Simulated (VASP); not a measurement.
# Zn (C2/m) in VASP: a series of runs, part 2 of 2

VASP 6.6.1. The steps go on from the part before.

## (4) Single point, PBE

File INCAR:

```
SYSTEM = Zn
PREC = Accurate
ENCUT = 520
EDIFF = 1E-6
ISMEAR = 0
SIGMA = 0.1
LREAL = .FALSE.
LASPH = .TRUE.
NELM = 100
ALGO = Normal
ISIF = 2
LWAVE = .FALSE.
LCHARG = .FALSE.
GGA = PE
NBANDS = 25
```

File KPOINTS:

```
regular mesh
0
G
  6 6 2
  0 0 0
```

File POSCAR:

```
Zn
1.0
    2.2681701736     -1.3084870100      0.0000000000
    2.2681701736      1.3084870100      0.0000000000
   -1.5917165425      0.0000000000      7.3004081919
Zn
3
Direct
    0.5730000000      0.1340000000      0.8520000000
    0.7949821400      0.3559821400      1.5174950200
    1.3510178600      0.9120178600      1.1865049800
```

Potentials or basis: VASP PAW PBE potentials, release 64 (Zn).

Run with:

```bash
> cat potpaw_PBE.64/Zn/POTCAR > POTCAR
> mpirun -np 1 vasp_std > vasp.out
```

OUTCAR:

```text
SYSTEM = Zn
   PREC = Accurate
   ENCUT = 520
   EDIFF = 1E-6
   ISMEAR = 0
   LREAL = .FALSE.
   LASPH = .TRUE.
   NELM = 100
   ISIF = 2
   GGA = PE

 ion  position               nearest neighbor table
   1  0.573  0.134  0.852-   2 2.86   2 2.86   3 2.86   3 2.86   2 2.89   3 2.89
   2  0.795  0.356  0.517-   3 2.84   3 2.86   3 2.86   1 2.86   1 2.86   1 2.89
   3  0.351  0.912  0.187-   2 2.84   2 2.86   2 2.86   1 2.86   1 2.86   1 2.89

  LATTYP: Found a base centered monoclinic cell.
 ALAT       =     4.5363403472
 B/A-ratio  =     0.5768910222
 C/A-ratio  =     1.6471240986
 COS(beta)  =    -0.2130265715

  Lattice vectors:

 A1 = (   2.2681701736,  -1.3084870100,   0.0000000000)
 A2 = (   2.2681701736,   1.3084870100,   0.0000000000)
 A3 = (  -1.5917165425,   0.0000000000,   7.3004081919)

Analysis of symmetry for initial positions (statically):
=====================================================================
 Subroutine PRICEL returns:
 Original cell was already a primitive cell.

 Routine SETGRP: Setting up the symmetry group for a
 base centered monoclinic supercell.

 Subroutine GETGRP returns: Found  4 space group operations
 (whereof  1 operations were pure point group operations)
 out of a pool of  4 trial point group operations.

The static configuration has the point symmetry C_1 .
 The point group associated with its full space group is C_2h.

Analysis of symmetry for dynamics (positions and initial velocities):
=====================================================================
 Subroutine PRICEL returns:
 Original cell was already a primitive cell.

 Routine SETGRP: Setting up the symmetry group for a
 base centered monoclinic supercell.

 Subroutine GETGRP returns: Found  4 space group operations
 (whereof  1 operations were pure point group operations)
 out of a pool of  4 trial point group operations.

The dynamic configuration has the point symmetry C_1 .
 The point group associated with its full space group is C_2h.

 Subroutine INISYM returns: Found  4 space group operations
 (whereof  1 operations are pure point group operations),
 and found     1 'primitive' translations

----------------------------------------------------------------------------------------

                                     Primitive cell

  volume of cell :      43.3333

  direct lattice vectors                    reciprocal lattice vectors
     2.268170174 -1.308487010  0.000000000     0.220442013 -0.382120721  0.048063230
     2.268170174  1.308487010  0.000000000     0.220442013  0.382120721  0.048063230
    -1.591716542  0.000000000  7.300408192     0.000000000  0.000000000  0.136978642

  length of vectors
     2.618536651  2.618536651  7.471915505     0.443757818  0.443757818  0.136978642

  position of ions in fractional coordinates (direct lattice)
     0.573000000  0.134000000  0.852000000
     0.794982140  0.355982140  0.517495020
     0.351017860  0.912017860  0.186504980

  ion indices of the primitive-cell ions
   primitive index   ion index
                 1           1
                 2           2
                 3           3

----------------------------------------------------------------------------------------

 KPOINTS: regular mesh

Automatic generation of k-mesh.
 Grid dimensions read from file:
 generate k-points for:    6    6    2

 Generating k-lattice:

  Cartesian coordinates                     Fractional coordinates (reciprocal lattice)
     0.036740336 -0.063686787  0.008010538     0.166666667 -0.000000000  0.000000000
     0.036740336  0.063686787  0.008010538    -0.000000000  0.166666667  0.000000000
     0.000000000  0.000000000  0.068489321     0.000000000  0.000000000  0.500000000

  Length of vectors
     0.073959636  0.073959636  0.068489321

  Shift w.r.t. Gamma in fractional coordinates (k-lattice)
     0.000000000  0.000000000  0.000000000

 Subroutine IBZKPT returns following result:
 ===========================================

 Found     26 irreducible k-points:

 Following reciprocal coordinates:
            Coordinates               Weight
  0.000000  0.000000  0.000000      1.000000
  0.166667  0.000000  0.000000      4.000000
  0.333333  0.000000  0.000000      4.000000
  0.500000  0.000000  0.000000      2.000000
  0.166667  0.166667  0.000000      2.000000
  0.333333  0.166667  0.000000      4.000000
[... 16 lines left out ...]
  0.333333  0.333333  0.500000      2.000000
  0.500000  0.333333  0.500000      4.000000
 [... further k-points ...]
   k-points           NKPTS =     26   k-points in BZ     NKDIM =     26   number of bands    NBANDS=     25
   number of dos      NEDOS =    301   number of ions     NIONS =      3
   total plane-waves  NPLWV =  22400
   dimension x,y,z NGX =    20 NGY =   20 NGZ =   56
   dimension x,y,z NGXF=    40 NGYF=   40 NGZF=  112
   ions per type =               3
   NGX,Y,Z   is equivalent  to a cutoff of  12.70, 12.70, 12.46 a.u.
   NGXF,Y,Z  is equivalent  to a cutoff of  25.40, 25.40, 24.92 a.u.
 SYSTEM =  Zn
   PREC   = accura    normal or accurate (medium, high low for compatibility)
   ISTART =      0    job   : 0-new  1-cont  2-samecut
   ICHARG =      2    charge: 1-file 2-atom 10-const
   ISPIN  =      1    spin polarized calculation?
   LNONCOLLINEAR =      F non collinear calculations
   LSORBIT =      F    spin-orbit coupling
   LASPH  =      T    aspherical Exc in radial PAW
   ENCUT  =  520.0 eV  38.22 Ry    6.18 a.u.   4.87  4.87 13.89*2*pi/ulx,y,z
   NELM   =    100;   NELMIN=  2; NELMDL= -5     # of ELM steps
   EDIFF  = 0.1E-05   stopping-criterion for ELM
   LREAL  =      F    real-space projection
   EDIFFG = 0.1E-04   stopping-criterion for IOM
   NSW    =      0    number of steps for IOM
   IBRION =     -1    ionic relax: 0-MD 1-quasi-New 2-CG
   NFREE  =      0    steps in history (QN), initial steepest desc. (CG)
   ISIF   =      2    stress and relaxation
   ISYM   =      2    0-nonsym 1-usesym 2-fastsym
   POTIM  = 0.5000    time-step for ionic-motion
   TEBEG  =    0.0;   TEEND  =   0.0 temperature during run
   PSTRESS=    0.0 pullay stress
   NELECT =      36.0000    total number of electrons
   NUPDOWN=      -1.0000    fix difference up-down
   EMIN   =  10.00;   EMAX   =-10.00  energy-range for DOS
   EFERMI =   0.00;   METHOD = LEGACY
   ISMEAR =     0;   SIGMA  =   0.10  broadening in eV -4-tet -1-fermi 0-gaus
   EFERMI_NEDOS =   21; number of points for ismear=-14 and -15
   IALGO  =     38    algorithm
   IMIX   =      4    mixing-type and parameters
     AMIX     =   0.40;   BMIX     =  1.00
     AMIX_MAG =   1.60;   BMIX_MAG =  1.00
  volume/ion in A,a.u.               =      14.44        97.48
  Fermi-wavevector in a.u.,A,eV,Ry     =   1.538987  2.908264 32.225138  2.368481
  Thomas-Fermi vector in A             =   2.645278
   LORBIT       =      0    0 simple, 1 ext, 2 COOP (PROOUT), +10 PAW based schemes
   GGA     = PE    functional components
   LHFCALC =     F    Hartree Fock is set to
   AEXX    =    0.0000 exact exchange contribution
   IVDW    =     0    specifies the selected vdW correction
   LEPSILON=     F    determine dielectric tensor
   LRPA    =     F    only Hartree local field effects (RPA)
 non-spin polarized calculation
 Gauss-broadening in eV      SIGMA  =   0.10
  energy-cutoff  :      520.00
  volume of cell :       43.33
 maximum number of plane-waves:      1185
   NGX =  9   NGY =  9   NGZ = 27

 number of electron      35.9999994 magnetization

 Free energy of the ion-electron system (eV)
  ---------------------------------------------------
  ext. energy  EPLUGINS =         0.00000000
  ---------------------------------------------------
  free energy    TOTEN  =        -3.21591114 eV

  energy without entropy =       -3.21036179  energy(sigma->0) =       -3.21313646

 E-fermi :   3.6666     XC(G=0): -11.8220

 val. band max:        3.6268260021   @ k =  -0.3333   0.3333   0.5000
 cond. band min:       3.8342981513   @ k =  -0.3333   0.3333   0.0000
 fundamental gap:      0.2074721492
 Fermi energy:         3.6665552770

 k-point     1 :       0.0000    0.0000    0.0000
  band No.  band energies     occupation
      1      -7.3310      2.00000
      2      -5.5345      2.00000
      3      -5.5160      2.00000
      4      -4.5825      2.00000
      5      -4.3360      2.00000
      6      -4.3313      2.00000
[... 17 lines left out ...]
     24      22.1853      0.00000
     25      22.3837      0.00000
[... 621 lines left out ...]
      3      -4.8094      2.00000
      4      -4.7313      2.00000
      5      -4.7078      2.00000
      6      -4.4274      2.00000
[... 17 lines left out ...]
     24      10.2839      0.00000
     25      12.9689      0.00000

 [... further k-points ...]
[... 5 lines left out ...]
  --------------------------------------------------------------------------------------
  -------------------------------------------------------------------------------------
  Total        1.2140050      1.4803772      1.4068085      0.0000000      0.0000000     -0.2877397
  in kB       44.8857905     54.7344536     52.0143733      0.0000000      0.0000000    -10.6386907
  external PRESSURE =      50.5448725 kB  Pullay stress =       0.0000000 kB

 VOLUME and BASIS-vectors are now :
 -----------------------------------------------------------------------------
  energy-cutoff  :      520.00
  volume of cell :       43.33
      direct lattice vectors                 reciprocal lattice vectors
     2.268170174 -1.308487010  0.000000000     0.220442013 -0.382120721  0.048063230
     2.268170174  1.308487010  0.000000000     0.220442013  0.382120721  0.048063230
    -1.591716542  0.000000000  7.300408192     0.000000000  0.000000000  0.136978642

 POSITION                                       TOTAL-FORCE (eV/Angst)
 -----------------------------------------------------------------------------------
      0.24745     -0.57443      6.21995         0.000000      0.000000      0.000000
      1.78688     -0.57443      3.77792        -0.012335     -0.000000      0.023491
      2.56792      0.73406      1.36156         0.012335     -0.000000     -0.023491
 -----------------------------------------------------------------------------------
    total drift:                                0.000050      0.000125      0.000138

  FREE ENERGIE OF THE ION-ELECTRON SYSTEM (eV)
  ---------------------------------------------------
  free  energy   TOTEN  =        -3.2159111409 eV

  energy  without entropy=       -3.2103617867  energy(sigma->0) =       -3.21313646
```

Run time: 20 s. Hardware: 1 thread of Intel Xeon Platinum 8375C at 2.90GHz (Ice Lake), shared host; peak memory 0.16 GiB.

What came out:

* Free energy: -3.2159 eV
* Pressure: 5.1 GPa
* Largest force: 0.027 eV/Å
* Band gap on the k mesh: zero (band 18 reaches 4.11 eV, above the bottom of band 19 at 0.48 eV)

Forces on the atoms (eV/Å):
```
Zn   0.000  0.000  0.000
Zn  -0.012  0.000  0.023
Zn   0.012  0.000 -0.023
```

Caveat: the k points lie up to 0.46 Å⁻¹ apart.

## (5) Single point, PBE+U

File INCAR:

```
SYSTEM = Zn
PREC     = Accurate       ! precision mode
ENCUT    = 520            ! plane-wave cutoff, eV
EDIFF    = 1E-6           ! SCF threshold, eV
ISMEAR   = 0              ! smearing method
SIGMA    = 0.1            ! smearing width, eV
LREAL    = .FALSE.        ! projectors in reciprocal space
LASPH    = .TRUE.         ! aspherical terms in the spheres
NELM     = 150            ! most SCF steps
ALGO     = Normal         ! electronic algorithm
ISIF     = 2              ! what is computed and relaxed
LWAVE    = .FALSE.        ! write WAVECAR
LCHARG   = .TRUE.         ! write CHGCAR
LDAU     = .TRUE.         ! DFT+U
LDAUTYPE = 2            
LDAUL    = 2              ! shell
LDAUU    = 5.9            ! U, eV
LDAUJ    = 0            
LDAUPRINT= 1            
GGA      = PE             ! functional
LELF     = .TRUE.         ! ELF
LVHAR    = .TRUE.       
NBANDS   = 25             ! bands
```

File KPOINTS:

```
regular mesh
0
G
  4 4 2
  0 0 0
```

File POSCAR:

```
Zn
1.0
    2.2681701736     -1.3084870100      0.0000000000
    2.2681701736      1.3084870100      0.0000000000
   -1.5917165425      0.0000000000      7.3004081919
Zn
3
Direct
    0.0000000000      0.0000000000      0.0000000000
    0.2219821400      0.2219821400      0.6654950200
    0.7780178600      0.7780178600      0.3345049800
```

Run with:

```bash
> cat potpaw_PBE.64/Zn/POTCAR > POTCAR
> mpirun -np 1 vasp_std > vasp.out
```

Run time: 13 s. Hardware: 1 thread of Intel Xeon Platinum 8375C at 2.90GHz (Ice Lake), shared host; peak memory 0.15 GiB.

It converged, with:

* Free energy: -1.7427 eV
* Pressure: 2.0 GPa
* Largest force: 0.038 eV/Å
* Band gap on the k mesh: zero (band 18 reaches 4.59 eV, above the bottom of band 19 at -0.06 eV)

Forces in eV/Å, atoms in the order of the input:
```
Zn   0.000  0.000  0.000
Zn  -0.007  0.000  0.038
Zn   0.007  0.000 -0.038
```

Stress tensor (GPa, compression positive):
```
 3.83  0.00 -2.07
 0.00  8.30  0.00
-2.07  0.00 -6.00
```

Levels at points of the mesh, in eV from the Fermi level:
| k point | band 15 | band 16 | band 17 | band 18 | band 19 | band 20 | band 21 | band 22 |
| --- | --- | --- | --- | --- | --- | --- | --- | --- |
| (0.00, 0.00, 0.00) | -9.31 | -9.31 | -7.17 | -7.12 | 1.71 | 1.75 | 14.45 | 16.11 |
| (0.50, 0.00, 0.00) | -9.05 | -2.68 | -2.17 | -1.35 | 0.49 | 1.31 | 2.06 | 6.74 |
| (0.50, 0.50, 0.00) | -9.05 | -2.40 | -2.10 | -1.85 | -0.35 | 2.29 | 3.61 | 4.72 |
| (0.00, 0.00, 0.50) | -9.40 | -9.29 | -9.29 | -3.53 | -3.18 | 7.93 | 7.98 | 18.33 |
| (0.50, 0.00, 0.50) | -9.05 | -2.44 | -2.09 | -1.81 | -0.21 | 2.11 | 3.42 | 4.98 |
| (0.50, 0.50, 0.50) | -9.05 | -2.71 | -2.21 | -1.26 | 0.63 | 1.13 | 1.87 | 7.01 |

Eigenvalues of the final occupation matrices:
```
    site  spin  trace               eigenvalues
site 1 d     1   4.92  0.98 0.98 0.98 0.99 0.99
site 1 d     2   4.92  0.98 0.98 0.98 0.99 0.99
site 2 d     1   4.92  0.98 0.98 0.98 0.99 0.99
site 2 d     2   4.92  0.98 0.98 0.98 0.99 0.99
site 3 d     1   4.92  0.98 0.98 0.98 0.99 0.99
site 3 d     2   4.92  0.98 0.98 0.98 0.99 0.99
```

Caveat: the k points lie up to 0.70 Å⁻¹ apart; U without spin polarisation on a metal has little footing; the U is typed as a test and isn't derived for this compound.

## (6) Summary

| level | U | k mesh | gap on the mesh (eV) | pressure (GPa) | largest force (eV/Å) |
| --- | --- | --- | --- | --- | --- |
| PBE | - | 6 × 6 × 2 | none | 5.1 | 0.03 |
| PBE+D4 | - | 6 × 6 × 2 | none | 1.5 | 0.03 |
| PBE+U | Zn d U = 5.9 eV | 4 × 4 × 2 | none | 2.0 | 0.04 |

Alike in all rows: task single point; potentials or basis VASP PAW PBE potentials, release 64 (Zn); no spin polarisation; cell as given; cutoff (eV) 520; smearing gaussian 0.1 eV.

Caveats: all runs use coarse meshes; pairwise dispersion overbinds metals, which lowers pressure and volume (some runs); U without spin polarisation on a metal has little footing (some runs); the U is typed as a test and isn't derived for this compound (some runs).

Total energies depend on the potentials used, so only differences within one code and one set of settings carry meaning.
